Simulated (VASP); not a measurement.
A run of VASP 6.6.1:

File POSCAR:

```
Ag
1.0
   -1.6344713994      1.6344713994      1.6344713994
    1.6344713994     -1.6344713994      1.6344713994
    1.6344713994      1.6344713994     -1.6344713994
Ag
1
Direct
    0.0000000000      0.0000000000      0.0000000000
```

The input INCAR.step1:

```
SYSTEM = Ag
  PREC = Accurate
  ENCUT = 520
  ISMEAR = 0
  SIGMA = 0.05
  LREAL = .FALSE.
  LASPH = .TRUE.
  NELM = 100
  NBANDS = 12
  GGA = PE
  ALGO = Normal
  EDIFF = 1E-4
  LWAVE = .TRUE.
  LCHARG = .FALSE.
```

The input INCAR.step2:

```
SYSTEM = Ag
  PREC = Accurate
  ENCUT = 520
  EDIFF = 1E-6
  ISMEAR = 0
  SIGMA = 0.05
  LREAL = .FALSE.
  LASPH = .TRUE.
  NELM = 100
  ALGO = Normal
  ISIF = 2
  LWAVE = .FALSE.
  LCHARG = .FALSE.
  METAGGA = R2SCAN
  LMIXTAU = .TRUE.
  NBANDS = 12
  ISTART = 1
```

Contents of KPOINTS:

```
regular mesh
0
G
  18 18 18
  0 0 0
```

Potentials or basis: VASP PAW PBE potentials, release 64 (Ag).

The run is started by

```sh
$ cat potpaw_PBE.64/Ag/POTCAR > POTCAR
$ cp INCAR.step1 INCAR
$ mpirun -np 1 vasp_std > vasp.out
$ cp INCAR.step2 INCAR
$ mpirun -np 1 vasp_std > vasp.out
```

Hardware: 1 thread of Intel(R) Xeon(R) 6975P-C (Granite Rapids) (shared host).

How long does it take, and how much memory?

It took 39 s on 1 thread of Intel(R) Xeon(R) 6975P-C (Granite Rapids), with other jobs on the host, peak memory 0.17 GiB. Counts: k points 195.
